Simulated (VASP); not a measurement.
# Be2C (Fm-3m) in VASP: a series of runs

The runs below take Be2C through single point, with PBE.

Program: VASP 6.6.1. These are calculated values, not measurements. Logs are shortened: lines on timing, memory, paths and dates and some standing lists are left out, and cuts for length are marked.

### Step 1. The cell of the first run

It takes space group Fm-3m (No. 225, cubic). The conventional cell has a = 4.100 Å, b = 4.100 Å, c = 4.100 Å, α = 90.00°, β = 90.00°, γ = 90.00°. Within 2.4 Å of Be (site symmetry -43m) lie 4 C at 1.78 Å and 6 Be at 2.05 Å. C (site symmetry m-3m) has 8 Be at 1.78 Å within 2.4 Å.

### Step 2. Single point, PBE

INCAR

```
PREC = Accurate ; ENCUT = 600
EDIFF = 1E-6 ; ISMEAR = 0
SIGMA = 0.1 ; LREAL = F
LASPH = T ; NELM = 120
ALGO = Normal ; ISIF = 2
LWAVE = F ; LCHARG = F
GGA = PE ; NBANDS = 11
GGA_COMPAT = F
```

KPOINTS

```
regular mesh
0
Gamma
  10 10 10
```

POSCAR

```
Be2C
1.0
    0.0000000000      2.0498416054      2.0498416054
    2.0498416054      0.0000000000      2.0498416054
    2.0498416054      2.0498416054      0.0000000000
Be C
2 1
Direct
    0.7500000000      0.7500000000      0.7500000000
    0.2500000000      0.2500000000      0.2500000000
    0.0000000000      0.0000000000      0.0000000000
```

Potentials or basis: VASP PAW PBE potentials, release 64 (Be, C).

Started as:

```console
cat potpaw_PBE.64/Be/POTCAR potpaw_PBE.64/C/POTCAR > POTCAR
mpirun -np 1 vasp_std > vasp.out
```

OUTCAR:

```text
PREC = Accurate
   ENCUT = 600
   EDIFF = 1E-6
   ISMEAR = 0
   LREAL = F
   LASPH = T
   NELM = 120
   ISIF = 2
   GGA = PE

 ion  position               nearest neighbor table
   1  0.750  0.750  0.750-   3 1.78   3 1.78   3 1.78   3 1.78   2 2.05   2 2.05   2 2.05   2 2.05
                             2 2.05   2 2.05
   2  0.250  0.250  0.250-   3 1.78   3 1.78   3 1.78   3 1.78   1 2.05   1 2.05   1 2.05   1 2.05
                             1 2.05   1 2.05
   3  0.000  0.000  0.000-   1 1.78   1 1.78   1 1.78   1 1.78   2 1.78   2 1.78   2 1.78   2 1.78

  LATTYP: Found a face centered cubic cell.
 ALAT       =     4.0996832108

  Lattice vectors:

 A1 = (   0.0000000000,   2.0498416054,   2.0498416054)
 A2 = (   2.0498416054,   0.0000000000,   2.0498416054)
 A3 = (   2.0498416054,   2.0498416054,   0.0000000000)

Analysis of symmetry for initial positions (statically):
=====================================================================
 Subroutine PRICEL returns:
 Original cell was already a primitive cell.

 Routine SETGRP: Setting up the symmetry group for a
 face centered cubic supercell.

 Subroutine GETGRP returns: Found 48 space group operations
 (whereof 48 operations were pure point group operations)
 out of a pool of 48 trial point group operations.

The static configuration has the point symmetry O_h .

Analysis of symmetry for dynamics (positions and initial velocities):
=====================================================================
 Subroutine PRICEL returns:
 Original cell was already a primitive cell.

 Routine SETGRP: Setting up the symmetry group for a
 face centered cubic supercell.

 Subroutine GETGRP returns: Found 48 space group operations
 (whereof 48 operations were pure point group operations)
 out of a pool of 48 trial point group operations.

The dynamic configuration has the point symmetry O_h .

 Subroutine INISYM returns: Found 48 space group operations
 (whereof 48 operations are pure point group operations),
 and found     1 'primitive' translations

----------------------------------------------------------------------------------------

                                     Primitive cell

  volume of cell :      17.2263

  direct lattice vectors                    reciprocal lattice vectors
     0.000000000  2.049841605  2.049841605    -0.243921286  0.243921286  0.243921286
     2.049841605  0.000000000  2.049841605     0.243921286 -0.243921286  0.243921286
     2.049841605  2.049841605  0.000000000     0.243921286  0.243921286 -0.243921286

  length of vectors
     2.898913799  2.898913799  2.898913799     0.422484060  0.422484060  0.422484060

  position of ions in fractional coordinates (direct lattice)
     0.750000000  0.750000000  0.750000000
     0.250000000  0.250000000  0.250000000
     0.000000000  0.000000000  0.000000000

  ion indices of the primitive-cell ions
   primitive index   ion index
                 1           1
                 2           2
                 3           3

----------------------------------------------------------------------------------------

 KPOINTS: regular mesh

Automatic generation of k-mesh.
 Grid dimensions read from file:
 generate k-points for:   10   10   10

 Generating k-lattice:

  Cartesian coordinates                     Fractional coordinates (reciprocal lattice)
    -0.024392129  0.024392129  0.024392129     0.100000000  0.000000000  0.000000000
     0.024392129 -0.024392129  0.024392129     0.000000000  0.100000000  0.000000000
     0.024392129  0.024392129 -0.024392129     0.000000000  0.000000000  0.100000000

  Length of vectors
     0.042248406  0.042248406  0.042248406

  Shift w.r.t. Gamma in fractional coordinates (k-lattice)
     0.000000000  0.000000000  0.000000000

 Subroutine IBZKPT returns following result:
 ===========================================

 Found     47 irreducible k-points:

 Following reciprocal coordinates:
            Coordinates               Weight
  0.000000  0.000000  0.000000      1.000000
  0.100000  0.000000  0.000000      8.000000
  0.200000  0.000000  0.000000      8.000000
  0.300000  0.000000  0.000000      8.000000
  0.400000  0.000000  0.000000      8.000000
  0.500000  0.000000  0.000000      4.000000
[... 16 lines left out ...]
  0.300000  0.300000  0.000000      6.000000
  0.400000  0.300000  0.000000     24.000000
 [... further k-points ...]
   k-points           NKPTS =     47   k-points in BZ     NKDIM =     47   number of bands    NBANDS=     11
   number of dos      NEDOS =    301   number of ions     NIONS =      3
   total plane-waves  NPLWV =  13824
   dimension x,y,z NGX =    24 NGY =   24 NGZ =   24
   dimension x,y,z NGXF=    48 NGYF=   48 NGZF=   48
   ions per type =               2   1
   NGX,Y,Z   is equivalent  to a cutoff of  13.76, 13.76, 13.76 a.u.
   NGXF,Y,Z  is equivalent  to a cutoff of  27.53, 27.53, 27.53 a.u.
 SYSTEM =  unknown system
   PREC   = accura    normal or accurate (medium, high low for compatibility)
   ISTART =      0    job   : 0-new  1-cont  2-samecut
   ICHARG =      2    charge: 1-file 2-atom 10-const
   ISPIN  =      1    spin polarized calculation?
   LNONCOLLINEAR =      F non collinear calculations
   LSORBIT =      F    spin-orbit coupling
   LASPH  =      T    aspherical Exc in radial PAW
   ENCUT  =  600.0 eV  44.10 Ry    6.64 a.u.   5.79  5.79  5.79*2*pi/ulx,y,z
   NELM   =    120;   NELMIN=  2; NELMDL= -5     # of ELM steps
   EDIFF  = 0.1E-05   stopping-criterion for ELM
   LREAL  =      F    real-space projection
   EDIFFG = 0.1E-04   stopping-criterion for IOM
   NSW    =      0    number of steps for IOM
   IBRION =     -1    ionic relax: 0-MD 1-quasi-New 2-CG
   NFREE  =      0    steps in history (QN), initial steepest desc. (CG)
   ISIF   =      2    stress and relaxation
   ISYM   =      2    0-nonsym 1-usesym 2-fastsym
   POTIM  = 0.5000    time-step for ionic-motion
   TEBEG  =    0.0;   TEEND  =   0.0 temperature during run
   PSTRESS=    0.0 pullay stress
   NELECT =       8.0000    total number of electrons
   NUPDOWN=      -1.0000    fix difference up-down
   EMIN   =  10.00;   EMAX   =-10.00  energy-range for DOS
   EFERMI =   0.00;   METHOD = LEGACY
   ISMEAR =     0;   SIGMA  =   0.10  broadening in eV -4-tet -1-fermi 0-gaus
   EFERMI_NEDOS =   21; number of points for ismear=-14 and -15
   IALGO  =     38    algorithm
   IMIX   =      4    mixing-type and parameters
     AMIX     =   0.40;   BMIX     =  1.00
     AMIX_MAG =   1.60;   BMIX_MAG =  1.00
  volume/ion in A,a.u.               =       5.74        38.75
  Fermi-wavevector in a.u.,A,eV,Ry     =   1.267772  2.395742 21.867911  1.607246
  Thomas-Fermi vector in A             =   2.400902
   LORBIT       =      0    0 simple, 1 ext, 2 COOP (PROOUT), +10 PAW based schemes
   GGA     = PE    functional components
   LHFCALC =     F    Hartree Fock is set to
   AEXX    =    0.0000 exact exchange contribution
   IVDW    =     0    specifies the selected vdW correction
   LEPSILON=     F    determine dielectric tensor
   LRPA    =     F    only Hartree local field effects (RPA)
 non-spin polarized calculation
 Gauss-broadening in eV      SIGMA  =   0.10
  energy-cutoff  :      600.00
  volume of cell :       17.23
 maximum number of plane-waves:       589
   NGX = 11   NGY = 11   NGZ = 11

 number of electron       8.0000001 magnetization

 Free energy of the ion-electron system (eV)
  ---------------------------------------------------
  ext. energy  EPLUGINS =         0.00000000
  ---------------------------------------------------
  free energy    TOTEN  =       -17.08031602 eV

  energy without entropy =      -17.08031602  energy(sigma->0) =      -17.08031602

 E-fermi :   9.8553     XC(G=0): -12.0931

 val. band max:        9.4225519757   @ k =   0.0000   0.0000   0.0000
 cond. band min:      10.6442551189   @ k =   0.5000   0.5000   0.0000
 fundamental gap:      1.2217031432
 Fermi energy:         9.8553399549

 k-point     1 :       0.0000    0.0000    0.0000
  band No.  band energies     occupation
      1      -6.8594      2.00000
      2       9.4226      2.00000
      3       9.4226      2.00000
      4       9.4226      2.00000
      5      13.8529      0.00000
      6      13.8529      0.00000
      7      13.8529      0.00000
      8      18.0715      0.00000
      9      23.9083      0.00000
     10      23.9083      0.00000
     11      23.9083      0.00000

 k-point     2 :       0.1000    0.0000    0.0000
  band No.  band energies     occupation
      1      -6.6854      2.00000
      2       7.9353      2.00000
      3       9.0619      2.00000
      4       9.0619      2.00000
      5      14.3737      0.00000
      6      14.3737      0.00000
      7      14.9422      0.00000
      8      18.3011      0.00000
      9      22.6452      0.00000
     10      22.6452      0.00000
     11      24.4864      0.00000

 k-point     3 :       0.2000    0.0000    0.0000
  band No.  band energies     occupation
      1      -6.1673      2.00000
      2       5.3473      2.00000
      3       8.3824      2.00000
      4       8.3824      2.00000
      5      15.2135      0.00000
      6      15.2135      0.00000
      7      16.3784      0.00000
      8      18.9092      0.00000
      9      21.6173      0.00000
     10      21.6173      0.00000
     11      26.0466      0.00000
[... 267 lines left out ...]
 k-point    23 :       0.3000    0.3000    0.0000
  band No.  band energies     occupation
      1      -4.8684      2.00000
      2       5.0711      2.00000
      3       5.1645      2.00000
      4       5.1645      2.00000
      5      12.7215      0.00000
      6      15.4026      0.00000
      7      20.2037      0.00000
      8      20.2037      0.00000
      9      24.6835      0.00000
     10      28.9112      0.00000
     11      28.9112      0.00000

 k-point    24 :       0.4000    0.3000    0.0000
  band No.  band energies     occupation
      1      -4.1266      2.00000
      2       3.3855      2.00000
      3       4.7341      2.00000
      4       4.7793      2.00000
      5      12.3745      0.00000
      6      16.1519      0.00000
      7      20.9540      0.00000
      8      21.2984      0.00000
      9      25.6075      0.00000
     10      28.4560      0.00000
     11      29.3966      0.00000

 [... further k-points ...]
[... 5 lines left out ...]
  --------------------------------------------------------------------------------------
  -------------------------------------------------------------------------------------
  Total        4.7344043      4.7344043      4.7344043      0.0000000      0.0000000     -0.0000000
  in kB      440.3368387    440.3368387    440.3368387      0.0000000      0.0000000     -0.0000000
  external PRESSURE =     440.3368387 kB  Pullay stress =       0.0000000 kB

 VOLUME and BASIS-vectors are now :
 -----------------------------------------------------------------------------
  energy-cutoff  :      600.00
  volume of cell :       17.23
      direct lattice vectors                 reciprocal lattice vectors
     0.000000000  2.049841605  2.049841605    -0.243921286  0.243921286  0.243921286
     2.049841605  0.000000000  2.049841605     0.243921286 -0.243921286  0.243921286
     2.049841605  2.049841605  0.000000000     0.243921286  0.243921286 -0.243921286

 POSITION                                       TOTAL-FORCE (eV/Angst)
 -----------------------------------------------------------------------------------
      3.07476      3.07476      3.07476         0.000000      0.000000      0.000000
      1.02492      1.02492      1.02492        -0.000000     -0.000000     -0.000000
      0.00000      0.00000      0.00000         0.000000     -0.000000      0.000000
 -----------------------------------------------------------------------------------
    total drift:                               -0.000000     -0.000000     -0.000000

  FREE ENERGIE OF THE ION-ELECTRON SYSTEM (eV)
  ---------------------------------------------------
  free  energy   TOTEN  =       -17.0803160203 eV

  energy  without entropy=      -17.0803160203  energy(sigma->0) =      -17.08031602
```

Run time: 3.4 s. Hardware: 1 thread of Intel Xeon 6975P-C (Granite Rapids), shared host; peak memory 0.13 GiB.

Results:

* Free energy: -17.0803 eV
* Pressure: 44.0 GPa
* Band gap on the k mesh: 1.22 eV, indirect (least direct gap 4.43 eV)

Levels at points of the mesh, in eV from the valence-band top:
| k point | band 1 | band 2 | band 3 | band 4 | band 5 | band 6 | band 7 | band 8 |
| --- | --- | --- | --- | --- | --- | --- | --- | --- |
| (0.00, 0.00, 0.00) | -16.28 | 0.00 | 0.00 | 0.00 | 4.43 | 4.43 | 4.43 | 8.65 |
| (0.50, 0.00, 0.00) | -13.01 | -9.81 | -2.11 | -2.11 | 5.31 | 5.31 | 8.88 | 10.88 |
| (0.50, 0.50, 0.00) | -12.27 | -7.39 | -5.45 | -5.45 | 1.22 | 6.92 | 15.10 | 15.10 |

A k mesh can miss the band edges. A hybrid or GW would open this gap; PBE tends to underestimate it.

### Step 3. Single point, PBE

This run uses another cell than the first one, of 6.74 Å³/atom, 1.174 times its volume.

INCAR

```
PREC = Accurate
ENCUT = 600
EDIFF = 1E-6
ISMEAR = 0
SIGMA = 0.1
LREAL = False
LASPH = True
NELM = 120
ALGO = Normal
ISIF = 2
LWAVE = False
LCHARG = False
GGA = PE
NBANDS = 11
GGA_COMPAT = False
```

KPOINTS is that of step 2.

POSCAR

```
Be2C
1.0
    0.0000000000      2.1622559729      2.1622559729
    2.1622559729      0.0000000000      2.1622559729
    2.1622559729      2.1622559729      0.0000000000
Be C
2 1
Direct
    0.7500000000      0.7500000000      0.7500000000
    0.2500000000      0.2500000000      0.2500000000
    0.0000000000      0.0000000000      0.0000000000
```

Potentials or basis: VASP PAW PBE potentials, release 64 (Be, C).

Started as:

```console
cat potpaw_PBE.64/Be/POTCAR potpaw_PBE.64/C/POTCAR > POTCAR
mpirun -np 1 vasp_std > vasp.out
```

Wall time 3.7 s (1 thread of Intel Xeon 6975P-C (Granite Rapids), shared host); peak memory 0.14 GiB.

It converged, with:

```
Free energy            : -17.4567 eV
Pressure               : 0.8 GPa
Band gap on the k mesh : 1.16 eV, indirect (least direct gap 4.13 eV)
```

Levels at points of the mesh, in eV from the valence-band top:
| k point | band 1 | band 2 | band 3 | band 4 | band 5 | band 6 | band 7 | band 8 | band 9 |
| --- | --- | --- | --- | --- | --- | --- | --- | --- | --- |
| (0.00, 0.00, 0.00) | -15.06 | 0.00 | 0.00 | 0.00 | 4.13 | 4.13 | 4.13 | 6.79 | 13.19 |
| (0.50, 0.00, 0.00) | -12.19 | -8.74 | -1.83 | -1.83 | 5.01 | 5.01 | 7.04 | 9.84 | 14.54 |
| (0.50, 0.50, 0.00) | -11.44 | -6.79 | -4.74 | -4.74 | 1.16 | 5.75 | 13.28 | 13.28 | 15.35 |

A k mesh can miss the band edges.
